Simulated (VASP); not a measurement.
# Mg (Fd-3m) in VASP: a series of runs

Runs on Mg. Level: PBE. Tasks: density of states.

All numbers are computed with VASP 6.6.1; they aren't measurements. Logs are shortened: lines on timing, memory, paths and dates and some standing lists are left out, and cuts for length are marked.

### 1 The cell of the first run

The structure is cubic, space group Fd-3m (No. 227). Conventional cell: a = 5.060 Å, b = 5.060 Å, c = 5.060 Å, α = 90.00°, β = 90.00°, γ = 90.00°. Mg (site symmetry -43m) has 4 Mg at 2.19 Å within 2.9 Å.

### 2 Density of states, PBE (volume scaled by 0.4)

POSCAR reads:

```
Mg
1.0
    0.0000000000      2.5298303444      2.5298303444
    2.5298303444      0.0000000000      2.5298303444
    2.5298303444      2.5298303444      0.0000000000
Mg
2
Direct
   -0.1250000000     -0.1250000000     -0.1250000000
    0.1250000000      0.1250000000      0.1250000000
```

INCAR.step1 reads:

```
SYSTEM = Mg
  PREC = Accurate
  ENCUT = 520
  EDIFF = 1E-6
  ISMEAR = -1
  SIGMA = 0.1
  LREAL = .FALSE.
  LASPH = .TRUE.
  NELM = 100
  ALGO = Normal
  ISIF = 2
  LWAVE = .FALSE.
  LCHARG = .TRUE.
  GGA = PE
  NBANDS = 9
```

KPOINTS.step1 reads:

```
regular mesh
0
G
  12 12 12
  0 0 0
```

INCAR.step2 reads:

```
SYSTEM = Mg
  PREC = Accurate
  ENCUT = 520
  EDIFF = 1E-6
  ISMEAR = -5
  SIGMA = 0.1
  LREAL = .FALSE.
  LASPH = .TRUE.
  NELM = 100
  ALGO = Normal
  ISIF = 2
  LWAVE = .FALSE.
  LCHARG = .FALSE.
  GGA = PE
  LORBIT = 11
  NEDOS = 1001
  ICHARG = 11
```

KPOINTS.step2 reads:

```
regular mesh
0
G
  18 18 18
  0 0 0
```

Potentials or basis: VASP PAW PBE potentials, release 64 (Mg).

Run with:

```sh
> cat potpaw_PBE.64/Mg/POTCAR > POTCAR
> cp INCAR.step1 INCAR
> cp KPOINTS.step1 KPOINTS
> mpirun -np 1 vasp_std > vasp.out
> cp INCAR.step2 INCAR
> cp KPOINTS.step2 KPOINTS
> mpirun -np 1 vasp_std > vasp.out
```

OUTCAR:

```text
SYSTEM = Mg
   PREC = Accurate
   ENCUT = 520
   EDIFF = 1E-6
   ISMEAR = -5
   LREAL = .FALSE.
   LASPH = .TRUE.
   NELM = 100
   ISIF = 2
   GGA = PE
   LORBIT = 11
   ICHARG = 11

 ion  position               nearest neighbor table
   1  0.875  0.875  0.875-   2 2.19   2 2.19   2 2.19   2 2.19
   2  0.125  0.125  0.125-   1 2.19   1 2.19   1 2.19   1 2.19

  LATTYP: Found a face centered cubic cell.
 ALAT       =     5.0596606888

  Lattice vectors:

 A1 = (   0.0000000000,   2.5298303444,   2.5298303444)
 A2 = (   2.5298303444,   0.0000000000,   2.5298303444)
 A3 = (   2.5298303444,   2.5298303444,   0.0000000000)

Analysis of symmetry for initial positions (statically):
=====================================================================
 Subroutine PRICEL returns:
 Original cell was already a primitive cell.

 Routine SETGRP: Setting up the symmetry group for a
 face centered cubic supercell.

 Subroutine GETGRP returns: Found 48 space group operations
 (whereof 12 operations were pure point group operations)
 out of a pool of 48 trial point group operations.

The static configuration has the point symmetry D_3d.
 The point group associated with its full space group is O_h .

Analysis of symmetry for dynamics (positions and initial velocities):
=====================================================================
 Subroutine PRICEL returns:
 Original cell was already a primitive cell.

 Routine SETGRP: Setting up the symmetry group for a
 face centered cubic supercell.

 Subroutine GETGRP returns: Found 48 space group operations
 (whereof 12 operations were pure point group operations)
 out of a pool of 48 trial point group operations.

The dynamic configuration has the point symmetry D_3d.
 The point group associated with its full space group is O_h .

 Subroutine INISYM returns: Found 48 space group operations
 (whereof 12 operations are pure point group operations),
 and found     1 'primitive' translations

----------------------------------------------------------------------------------------

                                     Primitive cell

  volume of cell :      32.3820

  direct lattice vectors                    reciprocal lattice vectors
     0.000000000  2.529830344  2.529830344    -0.197641712  0.197641712  0.197641712
     2.529830344  0.000000000  2.529830344     0.197641712 -0.197641712  0.197641712
     2.529830344  2.529830344  0.000000000     0.197641712  0.197641712 -0.197641712

[... 87 lines left out ...]
   EDIFFG = 0.1E-04   stopping-criterion for IOM
   NSW    =      0    number of steps for IOM
   IBRION =     -1    ionic relax: 0-MD 1-quasi-New 2-CG
   NFREE  =      0    steps in history (QN), initial steepest desc. (CG)
   ISIF   =      2    stress and relaxation
   ISYM   =      2    0-nonsym 1-usesym 2-fastsym
   POTIM  = 0.5000    time-step for ionic-motion
   TEBEG  =    0.0;   TEEND  =   0.0 temperature during run
   PSTRESS=    0.0 pullay stress
   NELECT =       4.0000    total number of electrons
   NUPDOWN=      -1.0000    fix difference up-down
   EMIN   =  10.00;   EMAX   =-10.00  energy-range for DOS
   EFERMI =   0.00;   METHOD = LEGACY
   ISMEAR =    -5;   SIGMA  =   0.10  broadening in eV -4-tet -1-fermi 0-gaus
   EFERMI_NEDOS =   21; number of points for ismear=-14 and -15
   IALGO  =     38    algorithm
   IMIX   =      4    mixing-type and parameters
     AMIX     =   0.40;   BMIX     =  1.00
     AMIX_MAG =   1.60;   BMIX_MAG =  1.00
  volume/ion in A,a.u.               =      16.19       109.26
  Fermi-wavevector in a.u.,A,eV,Ry     =   0.815318  1.540727  9.044373  0.664743
  Thomas-Fermi vector in A             =   1.925384
   LORBIT       =     11    0 simple, 1 ext, 2 COOP (PROOUT), +10 PAW based schemes
   GGA     = PE    functional components
   LHFCALC =     F    Hartree Fock is set to
   AEXX    =    0.0000 exact exchange contribution
   IVDW    =     0    specifies the selected vdW correction
   LEPSILON=     F    determine dielectric tensor
   LRPA    =     F    only Hartree local field effects (RPA)
 non-spin polarized calculation
 Fermi weights with tetrahedron method with Bloechl corrections
  energy-cutoff  :      520.00
  volume of cell :       32.38
 maximum number of plane-waves:       895

 number of electron       4.0000000 magnetization

 Free energy of the ion-electron system (eV)
  ---------------------------------------------------
  ext. energy  EPLUGINS =         0.00000000
  ---------------------------------------------------
  free energy    TOTEN  =         2.57769833 eV

  energy without entropy =        2.57769833  energy(sigma->0) =        2.57769833

 E-fermi :   4.8394     XC(G=0):  -9.5800

 val. band max:        4.9008076918   @ k =   0.5000   0.3333   0.1667
 cond. band min:       4.6688627192   @ k =  -0.2222   0.2778   0.0556
 fundamental gap:     -0.2319449725
 Fermi energy:         4.8394316715

 k-point     1 :       0.0000    0.0000    0.0000
  band No.  band energies     occupation
      1      -3.7264      2.00000
      2      10.9756      0.00000
      3      10.9756      0.00000
      4      10.9757      0.00000
      5      11.6179      0.00000
      6      11.6179      0.00000
[... 199 lines left out ...]
 k-point    24 :      -0.2222    0.0556    0.0000
  band No.  band energies     occupation
      1      -2.6559      2.00000
      2       5.8395     -0.04450
      3       8.9202      0.00000
      4      10.5019      0.00000
      5      11.7091      0.00000
      6      12.6309      0.00000

 [... further k-points ...]
[... 5 lines left out ...]
  --------------------------------------------------------------------------------------
  -------------------------------------------------------------------------------------
  Total       11.0201587     11.0201587     11.0201587     -0.0000000      0.0000000      0.0000000
  in kB      545.2482021    545.2482021    545.2482021     -0.0000000      0.0000000      0.0000000
  external PRESSURE =     545.2482021 kB  Pullay stress =       0.0000000 kB

 VOLUME and BASIS-vectors are now :
 -----------------------------------------------------------------------------
  energy-cutoff  :      520.00
  volume of cell :       32.38
      direct lattice vectors                 reciprocal lattice vectors
     0.000000000  2.529830344  2.529830344    -0.197641712  0.197641712  0.197641712
     2.529830344  0.000000000  2.529830344     0.197641712 -0.197641712  0.197641712
     2.529830344  2.529830344  0.000000000     0.197641712  0.197641712 -0.197641712

 POSITION                                       TOTAL-FORCE (eV/Angst)
 -----------------------------------------------------------------------------------
      4.42720      4.42720      4.42720         0.000000     -0.000000     -0.000000
      0.63246      0.63246      0.63246        -0.000000      0.000000      0.000000
 -----------------------------------------------------------------------------------
    total drift:                               -0.000000     -0.000000      0.000000

  FREE ENERGIE OF THE ION-ELECTRON SYSTEM (eV)
  ---------------------------------------------------
  free  energy   TOTEN  =         2.5776983294 eV

  energy  without entropy=        2.5776983294  energy(sigma->0) =        2.57769833

 total charge

# of ion       s       p       d       tot
------------------------------------------
    1        0.355   0.214   0.027   0.596
    2        0.355   0.214   0.027   0.596
--------------------------------------------------
tot          0.710   0.429   0.053   1.192
```

Wall time 16 s (1 thread of Intel Xeon 6975P-C (Granite Rapids), shared host); peak memory 0.17 GiB.

Results:

```yaml
Valence_electrons_inside_the_program's_atomic_spheres: Mg 0.60
```

Caveat: tetrahedron occupations give inexact forces and stress in metals.

### 3 Density of states, PBE (volume scaled by 0.6)

POSCAR reads:

```
Mg
1.0
    0.0000000000      2.8959328265      2.8959328265
    2.8959328265      0.0000000000      2.8959328265
    2.8959328265      2.8959328265      0.0000000000
Mg
2
Direct
   -0.1250000000     -0.1250000000     -0.1250000000
    0.1250000000      0.1250000000      0.1250000000
```

INCAR.step1 reads:

```
PREC = Accurate ; ENCUT = 520
EDIFF = 1E-7 ; ISMEAR = -1
SIGMA = 0.1 ; LREAL = F
LASPH = T ; NELM = 60
ALGO = Normal ; ISIF = 2
LWAVE = F ; LCHARG = T
GGA = PE ; NBANDS = 9
```

KPOINTS.step1 reads:

```
Automatic mesh
0
Gamma
  12 12 12
```

INCAR.step2 reads:

```
PREC = Accurate ; ENCUT = 520
EDIFF = 1E-7 ; ISMEAR = -5
SIGMA = 0.1 ; LREAL = F
LASPH = T ; NELM = 60
ALGO = Normal ; ISIF = 2
LWAVE = F ; LCHARG = F
GGA = PE ; LORBIT = 10
NBANDS = 9 ; NEDOS = 1001
ICHARG = 11
```

KPOINTS.step2 reads:

```
Automatic mesh
0
Gamma
  18 18 18
```

Potentials or basis: VASP PAW PBE potentials, release 64 (Mg).

Run with:

```sh
> cat potpaw_PBE.64/Mg/POTCAR > POTCAR
> cp INCAR.step1 INCAR
> cp KPOINTS.step1 KPOINTS
> mpirun -np 1 vasp_std > vasp.out
> cp INCAR.step2 INCAR
> cp KPOINTS.step2 KPOINTS
> mpirun -np 1 vasp_std > vasp.out
```

Run time: 33 s. Hardware: 1 thread of Intel Xeon 6975P-C (Granite Rapids), shared host; peak memory 0.21 GiB.

Results (log left out):

| Quantity | Value |
| --- | --- |
| Valence electrons inside the program's atomic spheres | Mg 0.45 |

Levels at points of the mesh, in eV from the Fermi level:
```tsv
k point	band 1	band 2	band 3	band 4	band 5	band 6	band 7
(0.00, 0.00, 0.00)	-6.66	4.65	4.65	4.65	5.54	5.54	5.54
(0.50, 0.00, 0.00)	-3.80	-2.91	3.55	3.55	5.12	5.12	6.19
(0.50, 0.50, 0.00)	-2.37	-2.37	1.33	1.33	2.79	2.79	12.49
```

Caveat: tetrahedron occupations give inexact forces and stress in metals.

(Part 1 of 2 ends here.)
